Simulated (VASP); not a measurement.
Wanted: the native input for a VASP 6.6.1 run.

```yaml
Task: single point
Functional: PBEsol
Potentials_or_basis: VASP PAW PBE potentials, release 64 (Zn, S)
Cutoff: 520 eV
k_mesh: 8 × 8 × 5
Occupations: fermi-dirac, width 0.03 eV
Spin: no spin polarisation
Dipole_correction: no
Further_INCAR_settings: ALGO = Normal; EDIFF = 1e-06; NBANDS = 26
```

The structure of ZnS lies in POSCAR:

```
ZnS
1.0
    3.8109987816      0.0000000000      0.0000000000
   -1.9054993908      3.3004217586      0.0000000000
    0.0000000000      0.0000000000      6.2963400000
Zn S
2 2
Direct
    0.3333333333      0.6666666667      0.0000000000
    0.6666666667      0.3333333333      0.5000000000
    0.3333333333      0.6666666667      0.3850000000
    0.6666666667      0.3333333333      0.8850000000
```

This cell differs from its parent crystal: zz strain of +1 %.

One way to write it, as run:

INCAR

```
PREC = Accurate
ENCUT = 520
EDIFF = 1E-6
ISMEAR = -1
SIGMA = 0.03
LREAL = F
LASPH = T
NELM = 100
ALGO = Normal
ISIF = 2
LWAVE = F
LCHARG = T
GGA = PS
LELF = T
LVHAR = T
NBANDS = 26
```

KPOINTS

```
Automatic mesh
0
Gamma
  8 8 5
```

Potentials or basis: VASP PAW PBE potentials, release 64 (Zn, S).

Run with:

```console
$ cat potpaw_PBE.64/Zn/POTCAR potpaw_PBE.64/S/POTCAR > POTCAR
$ mpirun -np 1 vasp_std > vasp.out
```

Results of the run:

The pressure is -1.7 GPa, the largest force is 0.337 eV/Å and the band gap on the k mesh is 2.07 eV, direct.

Caveat: the cell differs from its parent crystal (zz strain of +1 %); the PAW data sets were made with another functional, which shifts forces and pressure a little.

It took 63 s on 1 thread of Intel Xeon 6975P-C, on a shared host, peak memory 0.21 GiB.
